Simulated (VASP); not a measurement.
# SrCl2 (Fm-3m) in VASP: a series of runs, part 2 of 2

VASP 6.6.1. Earlier steps stand in the parts before.

**5. Single point, PBE (31.38 Å³/atom)**

This run uses another cell than the first one, of 31.38 Å³/atom.

INCAR

```
ALGO = Normal
EDIFF = 1E-6
ENCUT = 500
GGA = PE
GGA_COMPAT = False
ISIF = 2
ISMEAR = 0
LASPH = True
LCHARG = True
LELF = True
LREAL = False
LVHAR = True
LWAVE = False
NBANDS = 19
NELM = 120
PREC = Accurate
SIGMA = 0.01
```

KPOINTS

```
k-points
0
Gamma
  4 4 4
```

POSCAR

```
SrCl2
1.0
    0.0000000000      3.6105641803      3.6105641803
    3.6105641803      0.0000000000      3.6105641803
    3.6105641803      3.6105641803      0.0000000000
Sr Cl
1 2
Direct
    0.0000000000      0.0000000000      0.0000000000
    0.7500000000      0.7500000000      0.7500000000
    0.2500000000      0.2500000000      0.2500000000
```

Potentials or basis: VASP PAW PBE potentials, release 64 (Sr_sv, Cl).

Launch:

```sh
$ cat potpaw_PBE.64/Sr_sv/POTCAR potpaw_PBE.64/Cl/POTCAR > POTCAR
$ mpirun -np 1 vasp_std > vasp.out
```

OUTCAR:

```text
EDIFF = 1E-6
   ENCUT = 500
   GGA = PE
   ISIF = 2
   ISMEAR = 0
   LASPH = True
   LREAL = False
   NELM = 120
   PREC = Accurate

 ion  position               nearest neighbor table
   1  0.000  0.000  0.000-   2 3.13   3 3.13   2 3.13   2 3.13   2 3.13   3 3.13   3 3.13   3 3.13

   2  0.750  0.750  0.750-   1 3.13   1 3.13   1 3.13   1 3.13
   3  0.250  0.250  0.250-   1 3.13   1 3.13   1 3.13   1 3.13

  LATTYP: Found a face centered cubic cell.
 ALAT       =     7.2211283606

  Lattice vectors:

 A1 = (   0.0000000000,   3.6105641803,   3.6105641803)
 A2 = (   3.6105641803,   0.0000000000,   3.6105641803)
 A3 = (   3.6105641803,   3.6105641803,   0.0000000000)

Analysis of symmetry for initial positions (statically):
=====================================================================
 Subroutine PRICEL returns:
 Original cell was already a primitive cell.

 Routine SETGRP: Setting up the symmetry group for a
 face centered cubic supercell.

 Subroutine GETGRP returns: Found 48 space group operations
 (whereof 48 operations were pure point group operations)
 out of a pool of 48 trial point group operations.

The static configuration has the point symmetry O_h .

Analysis of symmetry for dynamics (positions and initial velocities):
=====================================================================
 Subroutine PRICEL returns:
 Original cell was already a primitive cell.

 Routine SETGRP: Setting up the symmetry group for a
 face centered cubic supercell.

 Subroutine GETGRP returns: Found 48 space group operations
 (whereof 48 operations were pure point group operations)
 out of a pool of 48 trial point group operations.

The dynamic configuration has the point symmetry O_h .

 Subroutine INISYM returns: Found 48 space group operations
 (whereof 48 operations are pure point group operations),
 and found     1 'primitive' translations

----------------------------------------------------------------------------------------

                                     Primitive cell

  volume of cell :      94.1359

  direct lattice vectors                    reciprocal lattice vectors
     0.000000000  3.610564180  3.610564180    -0.138482513  0.138482513  0.138482513
     3.610564180  0.000000000  3.610564180     0.138482513 -0.138482513  0.138482513
     3.610564180  3.610564180  0.000000000     0.138482513  0.138482513 -0.138482513

  length of vectors
     5.106108832  5.106108832  5.106108832     0.239858748  0.239858748  0.239858748

  position of ions in fractional coordinates (direct lattice)
     0.000000000  0.000000000  0.000000000
     0.750000000  0.750000000  0.750000000
     0.250000000  0.250000000  0.250000000

  ion indices of the primitive-cell ions
   primitive index   ion index
                 1           1
                 2           2
                 3           3

----------------------------------------------------------------------------------------

 KPOINTS: k-points

Automatic generation of k-mesh.
 Grid dimensions read from file:
 generate k-points for:    4    4    4

 Generating k-lattice:

  Cartesian coordinates                     Fractional coordinates (reciprocal lattice)
    -0.034620628  0.034620628  0.034620628     0.250000000  0.000000000  0.000000000
     0.034620628 -0.034620628  0.034620628     0.000000000  0.250000000  0.000000000
     0.034620628  0.034620628 -0.034620628     0.000000000  0.000000000  0.250000000

  Length of vectors
     0.059964687  0.059964687  0.059964687

  Shift w.r.t. Gamma in fractional coordinates (k-lattice)
     0.000000000  0.000000000  0.000000000

 Subroutine IBZKPT returns following result:
 ===========================================

 Found      8 irreducible k-points:

 Following reciprocal coordinates:
            Coordinates               Weight
  0.000000  0.000000  0.000000      1.000000
  0.250000  0.000000  0.000000      8.000000
  0.500000  0.000000  0.000000      4.000000
  0.250000  0.250000  0.000000      6.000000
  0.500000  0.250000  0.000000     24.000000
 -0.250000  0.250000  0.000000     12.000000
  0.500000  0.500000  0.000000      3.000000
 -0.250000  0.500000  0.250000      6.000000
   k-points           NKPTS =      8   k-points in BZ     NKDIM =      8   number of bands    NBANDS=     19
   number of dos      NEDOS =    301   number of ions     NIONS =      3
   total plane-waves  NPLWV =  64000
   dimension x,y,z NGX =    40 NGY =   40 NGZ =   40
   dimension x,y,z NGXF=    80 NGYF=   80 NGZF=   80
   ions per type =               1   2
   NGX,Y,Z   is equivalent  to a cutoff of  13.02, 13.02, 13.02 a.u.
   NGXF,Y,Z  is equivalent  to a cutoff of  26.05, 26.05, 26.05 a.u.
 SYSTEM =  unknown system
   PREC   = accura    normal or accurate (medium, high low for compatibility)
   ISTART =      0    job   : 0-new  1-cont  2-samecut
   ICHARG =      2    charge: 1-file 2-atom 10-const
   ISPIN  =      1    spin polarized calculation?
   LNONCOLLINEAR =      F non collinear calculations
   LSORBIT =      F    spin-orbit coupling
   LASPH  =      T    aspherical Exc in radial PAW
   ENCUT  =  500.0 eV  36.75 Ry    6.06 a.u.   9.31  9.31  9.31*2*pi/ulx,y,z
   NELM   =    120;   NELMIN=  2; NELMDL= -5     # of ELM steps
   EDIFF  = 0.1E-05   stopping-criterion for ELM
   LREAL  =      F    real-space projection
   EDIFFG = 0.1E-04   stopping-criterion for IOM
   NSW    =      0    number of steps for IOM
   IBRION =     -1    ionic relax: 0-MD 1-quasi-New 2-CG
   NFREE  =      0    steps in history (QN), initial steepest desc. (CG)
   ISIF   =      2    stress and relaxation
   ISYM   =      2    0-nonsym 1-usesym 2-fastsym
   POTIM  = 0.5000    time-step for ionic-motion
   TEBEG  =    0.0;   TEEND  =   0.0 temperature during run
   PSTRESS=    0.0 pullay stress
   NELECT =      24.0000    total number of electrons
   NUPDOWN=      -1.0000    fix difference up-down
   EMIN   =  10.00;   EMAX   =-10.00  energy-range for DOS
   EFERMI =   0.00;   METHOD = LEGACY
   ISMEAR =     0;   SIGMA  =   0.01  broadening in eV -4-tet -1-fermi 0-gaus
   EFERMI_NEDOS =   21; number of points for ismear=-14 and -15
   IALGO  =     38    algorithm
   IMIX   =      4    mixing-type and parameters
     AMIX     =   0.40;   BMIX     =  1.00
     AMIX_MAG =   1.60;   BMIX_MAG =  1.00
  volume/ion in A,a.u.               =      31.38       211.75
  Fermi-wavevector in a.u.,A,eV,Ry     =   1.038070  1.961669 14.661507  1.077590
  Thomas-Fermi vector in A             =   2.172538
   LORBIT       =      0    0 simple, 1 ext, 2 COOP (PROOUT), +10 PAW based schemes
   GGA     = PE    functional components
   LHFCALC =     F    Hartree Fock is set to
   AEXX    =    0.0000 exact exchange contribution
   IVDW    =     0    specifies the selected vdW correction
   LEPSILON=     F    determine dielectric tensor
   LRPA    =     F    only Hartree local field effects (RPA)
 non-spin polarized calculation
 Gauss-broadening in eV      SIGMA  =   0.01
  energy-cutoff  :      500.00
  volume of cell :       94.14
 maximum number of plane-waves:      2421
 NGX is ok and might be reduce to    40
   NGX = 19   NGY = 19   NGZ = 19

 number of electron      24.0000000 magnetization

 Free energy of the ion-electron system (eV)
  ---------------------------------------------------
  ext. energy  EPLUGINS =         0.00000000
  ---------------------------------------------------
  free energy    TOTEN  =       -12.74630703 eV

  energy without entropy =      -12.74630703  energy(sigma->0) =      -12.74630703

 E-fermi :  -0.4303     XC(G=0):  -7.8477

 val. band max:       -0.4813534435   @ k =   0.5000   0.5000   0.0000
 cond. band min:       4.4656855806   @ k =   0.0000   0.0000   0.0000
 fundamental gap:      4.9470390241
 Fermi energy:        -0.4303175653

 k-point     1 :       0.0000    0.0000    0.0000
  band No.  band energies     occupation
      1     -33.7300      2.00000
      2     -15.6809      2.00000
      3     -15.6809      2.00000
      4     -15.6809      2.00000
      5     -13.4908      2.00000
      6     -12.8323      2.00000
[... 11 lines left out ...]
     18       8.3646      0.00000
     19       8.3696      0.00000
[... 133 lines left out ...]
 k-point     8 :      -0.2500    0.5000    0.2500
  band No.  band energies     occupation
      1     -33.7279      2.00000
      2     -15.7798      2.00000
      3     -15.7798      2.00000
      4     -15.6999      2.00000
      5     -13.0329      2.00000
      6     -13.0329      2.00000
[... 11 lines left out ...]
     18       8.2874      0.00000
     19       9.7516      0.00000

------------------------ aborting loop because EDIFF is reached ----------------------------------------

  FORCE on cell =-STRESS in cart. coord.  units (eV):
  Direction    XX          YY          ZZ          XY          YZ          ZX
  --------------------------------------------------------------------------------------
  -------------------------------------------------------------------------------------
  Total       -1.2447137     -1.2447137     -1.2447137      0.0000000     -0.0000000     -0.0000000
  in kB      -21.1848242    -21.1848242    -21.1848242      0.0000000     -0.0000000     -0.0000000
  external PRESSURE =     -21.1848242 kB  Pullay stress =       0.0000000 kB

 VOLUME and BASIS-vectors are now :
 -----------------------------------------------------------------------------
  energy-cutoff  :      500.00
  volume of cell :       94.14
      direct lattice vectors                 reciprocal lattice vectors
     0.000000000  3.610564180  3.610564180    -0.138482513  0.138482513  0.138482513
     3.610564180  0.000000000  3.610564180     0.138482513 -0.138482513  0.138482513
     3.610564180  3.610564180  0.000000000     0.138482513  0.138482513 -0.138482513

 POSITION                                       TOTAL-FORCE (eV/Angst)
 -----------------------------------------------------------------------------------
      0.00000      0.00000      0.00000        -0.000000     -0.000000      0.000000
      5.41585      5.41585      5.41585         0.000000     -0.000000      0.000000
      1.80528      1.80528      1.80528        -0.000000      0.000000     -0.000000
 -----------------------------------------------------------------------------------
    total drift:                               -0.000000     -0.000000      0.000000

  FREE ENERGIE OF THE ION-ELECTRON SYSTEM (eV)
  ---------------------------------------------------
  free  energy   TOTEN  =       -12.7463070321 eV

  energy  without entropy=      -12.7463070321  energy(sigma->0) =      -12.74630703
```

Run time: 24 s. Hardware: 1 thread of Intel Xeon 8259CL, shared host; peak memory 0.24 GiB.

What came out:

```
Free energy            : -12.7463 eV
Pressure               : -2.1 GPa
Band gap on the k mesh : 4.95 eV (least direct gap 5.24 eV)
```

Levels at points of the mesh, in eV from the valence-band top:
```tsv
k point	band 8	band 9	band 10	band 11	band 12	band 13	band 14	band 15	band 16	band 17
(0.00, 0.00, 0.00)	-1.79	-1.79	-0.30	-0.30	-0.30	4.95	6.09	6.09	8.70	8.73
(0.50, 0.00, 0.00)	-1.30	-1.30	-1.14	-0.92	-0.92	6.59	6.59	7.12	7.69	8.08
(0.50, 0.50, 0.00)	-1.64	-1.64	-0.33	-0.33	0.00	5.52	6.75	7.32	7.67	7.67
```

**6. Overview**

```tsv
cell	gap on the mesh (eV)	pressure (GPa)
a = 4.776 Å, angles 60.0°, 3 atoms	5.44	5.7
a = 4.863 Å, angles 60.0°, 3 atoms	5.48	2.9
a = 5.028 Å, angles 60.0°, 3 atoms	5.12	-0.9
a = 5.106 Å, angles 60.0°, 3 atoms	4.95	-2.1
```

Alike in all rows: task single point; level PBE; potentials or basis VASP PAW PBE potentials, release 64 (Sr_sv, Cl); no spin polarisation; k mesh 4 × 4 × 4; cutoff (eV) 500; smearing gaussian 0.01 eV.

Caveats: the cell stands under pressure (at least some runs).

Absolute energies hang on the potentials; compare differences alone.
